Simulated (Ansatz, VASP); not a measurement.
# One calculation of Zn, two programs

```xyz
2
Lattice="2.6358 0.0000 0.0000 -1.3179 2.2827 0.0000 0.0000 0.0000 5.0929" Properties=species:S:1:pos:R:3 pbc="T T T"
Zn    0.0000    1.5218    1.2732
Zn    1.3179    0.7609    3.8197
```

Alike in both runs: functional PBE; k mesh 18 × 18 × 10; occupations fermi-dirac, width 0.1 eV; no spin polarisation.

Ansatz relaxed the structure, and its values are those at the end. VASP's run is a single point on that final structure, the one shown.

|  | VASP | Ansatz |
| --- | --- | --- |
| version | VASP 6.6.1 | Ansatz 0.2.0 |
| potentials or method | VASP PAW PBE potentials, release 64 (Zn) | PAW with Ansatz's default frozen-core files, scalar-relativistic |
| plane-wave cutoff (eV) | 520 | 420 |
| valence electrons in the cell | 24 | 24 |

|  | VASP | Ansatz | Ansatz less VASP |
| --- | --- | --- | --- |
| pressure (GPa) | 0.3 | 0.0 | -0.34 |
